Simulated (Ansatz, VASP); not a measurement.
# One calculation of SiGe2, two programs

```
Si Ge
1.0
     0.00000    2.89142    2.89142
     2.89142    0.00000    2.89142
     2.89142    2.89142    0.00000
Si Ge
1 2
Direct
  0.00000 0.00000 0.00000
  0.75000 0.75000 0.75000
  0.25000 0.25000 0.25000
```

Alike in both runs: task single point; functional PBEsol; k mesh 6 × 6 × 6; occupations gaussian, width 0.1 eV; no spin polarisation.

|  | VASP | Ansatz |
| --- | --- | --- |
| version | VASP 6.6.1 | Ansatz 0.2.0 |
| potentials or method | VASP PAW PBE potentials, release 64 (Si, Ge_d), cutoff 520 eV | scalar-relativistic, plane waves, PAW |
| valence electrons in the cell | 32 | 32 |

|  | VASP | Ansatz | Ansatz less VASP |
| --- | --- | --- | --- |
| gap on the k mesh at the Fermi level (eV) | none | none | - |
| pressure (GPa) | 16.8 | 16.8 | +0.07 |

VASP's potentials were made for PBE, not for PBEsol. A gap of «none» marks a metal or a gap that the smearing closes. The functional is the same, so the differences come from potentials, cutoffs and numerics.
